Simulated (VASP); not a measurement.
A run of VASP 6.6.1:

INCAR

```
SYSTEM = AlNi3
ALGO = Fast ; EDIFF = 1E-6
ENCUT = 520 ; GGA = PS
ISIF = 2 ; ISMEAR = 1
LASPH = .TRUE. ; LCHARG = .TRUE.
LELF = .TRUE. ; LREAL = .FALSE.
LVHAR = .TRUE. ; LWAVE = .FALSE.
NBANDS = 24 ; NELM = 60
PREC = Accurate ; SIGMA = 0.5
```

KPOINTS

```
k-points
0
G
  14 14 14
  0 0 0
```

Contents of POSCAR:

```
AlNi3
1.0
    0.0000000000      2.8018887551      2.8018887551
    2.8018887551      0.0000000000      2.8018887551
    2.8018887551      2.8018887551      0.0000000000
Al Ni
1 3
Direct
    0.5000000000      0.5000000000      0.5000000000
    0.2500000000      0.2500000000      0.2500000000
    0.0000000000      0.0000000000      0.0000000000
    0.7500000000      0.7500000000      0.7500000000
```

Potentials or basis: VASP PAW PBE potentials, release 64 (Al, Ni).

The run is started by

```sh
$ cat potpaw_PBE.64/Al/POTCAR potpaw_PBE.64/Ni/POTCAR > POTCAR
$ mpirun -np 1 vasp_std > vasp.out
```

Hardware: 1 thread of AMD EPYC 9R45 96-Core Processor (Zen 5), on a shared host.

Task: Estimate the wall time of this run.

Result: Run time: 88 s on 1 thread of AMD EPYC 9R45 96-Core Processor (Zen 5), on a shared host, peak memory 0.2 GiB. Counts: scf iterations 17, k points 104.
